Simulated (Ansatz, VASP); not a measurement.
## Two plane-wave programs on SnO2

File INCAR:

```
PREC     = Accurate       # precision mode
ENCUT    = 520            # plane-wave cutoff, eV
EDIFF    = 1E-7           # SCF threshold, eV
ISMEAR   = -1             # smearing method
SIGMA    = 0.05           # smearing width, eV
LREAL    = False          # projectors in reciprocal space
LASPH    = True           # aspherical terms in the spheres
NELM     = 80             # most SCF steps
ALGO     = Normal         # electronic algorithm
ISIF     = 2              # what is computed and relaxed
LWAVE    = False          # write WAVECAR
LCHARG   = False          # write CHGCAR
GGA      = PE             # functional
NBANDS   = 35             # bands
```

File KPOINTS:

```
Automatic mesh
0
Gamma
  9 9 3
```

Contents of POSCAR:

```
SnO2
1.0
    3.1869138373      0.0000000000      0.0000000000
   -1.5934569186      2.7599483428      0.0000000000
    0.0000000000      0.0000000000     10.6447257173
Sn O
2 4
Direct
    0.0000000000      0.0000000000      0.0000000000
    0.0000000000      0.0000000000      0.5000000000
    0.3333333333      0.6666666667      0.9058620000
    0.3333333333      0.6666666667      0.5941380000
    0.6666666667      0.3333333333      0.0941380000
    0.6666666667      0.3333333333      0.4058620000
```

File input.yaml:

```yaml
crystal:
  lattice:
    - [3.1869138373, 0.0, 0.0]
    - [-1.5934569186, 2.7599483428, 0.0]
    - [0.0, 0.0, 10.6447257173]
  atoms:
    - { symbol: Sn, position: [0.0, 0.0, 0.0] }
    - { symbol: Sn, position: [0.0, 0.0, 0.5] }
    - { symbol: O, position: [0.3333333333, 0.6666666667, 0.905862] }
    - { symbol: O, position: [0.3333333333, 0.6666666667, 0.594138] }
    - { symbol: O, position: [0.6666666667, 0.3333333333, 0.094138] }
    - { symbol: O, position: [0.6666666667, 0.3333333333, 0.405862] }
hamiltonian:
  xc: pbe
  pseudopotentials: { kind: paw }
kpoints:
  mp_grid: { grid: [9, 9, 3] }
scf:
  occupations: { method: fermi_dirac, width: 0.05 }
output:
  forces: true
  stress: true
  eigenvalues: true
  write_density: true
  write_potential: true
  elf: true
  volumetric_format: npy
```

Alike in both runs: task single point; functional PBE; k mesh 9 × 9 × 3; occupations fermi-dirac, width 0.05 eV; no spin polarisation.

|  | VASP | Ansatz |
| --- | --- | --- |
| version | VASP 6.6.1 | Ansatz 0.2.0 |
| potentials or method | VASP PAW PBE potentials, release 64 (Sn_d, O) | Ansatz PAW |
| plane-wave cutoff (eV) | 520 | 420 |
| valence electrons in the cell | 52 | 52 |

|  | VASP | Ansatz | Ansatz less VASP |
| --- | --- | --- | --- |
| gap on the k mesh at the Fermi level (eV) | 2.34 | 2.36 | +0.023 |
| least direct gap on the mesh (eV) | 2.80 | 2.81 | +0.015 |
| pressure (GPa) | 5.8 | 5.2 | -0.55 |
| traceless stress, the component that is largest in VASP (GPa) | -2.01 | -1.66 | +0.349 |
| rms of the force components (eV/Å) | 0.198 | 0.173 | -0.0257 |

Atom by atom the forces differ by 0.026 eV/Å (rms over components).

Noted on Ansatz's run: odd divisions of the mesh miss points on the zone boundary, where band edges often lie, so the gap on the mesh can be too wide.
